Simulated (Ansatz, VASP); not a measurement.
**One calculation of TiB2, two programs**

```
Ti B
1.0
     2.99364    0.00000    0.00000
    -1.49682    2.59257    0.00000
     0.00000    0.00000    3.16019
Ti B
1 2
Direct
  0.00000 0.00000 0.00000
  0.33333 0.66667 0.50000
  0.66667 0.33333 0.50000
```

Alike in both runs: task relaxation of cell and atoms; functional LDA; k mesh 18 × 18 × 14; occupations fermi-dirac, width 0.15 eV; no spin polarisation.

|  | VASP | Ansatz |
| --- | --- | --- |
| version | VASP 6.6.1 | Ansatz 0.2.0 |
| potentials or method | VASP PAW LDA potentials, release 64 (Ti_sv, B), cutoff 600 eV | scalar-relativistic, plane waves, PAW |
| valence electrons in the cell | 18 | 18 |

VASP gave:

- gap on the k mesh at the Fermi level, each at its own relaxed structure (eV): none
- relaxed volume (Å³/atom): 8.19
- relaxed cell length with the largest relative difference (Å): 3.162

Problem. What did Ansatz give for the same quantities?

Solution. gap on the k mesh at the Fermi level, each at its own relaxed structure (eV): none; relaxed volume (Å³/atom): 8.18; relaxed cell length with the largest relative difference (Å): 3.160.

Ansatz warns that its potentials were made for another functional, while VASP's fit it. LDA's correlation is that of Perdew and Zunger in VASP and of Perdew and Wang (1992) in Ansatz. A gap of «none» marks a metal or a gap that the smearing closes.
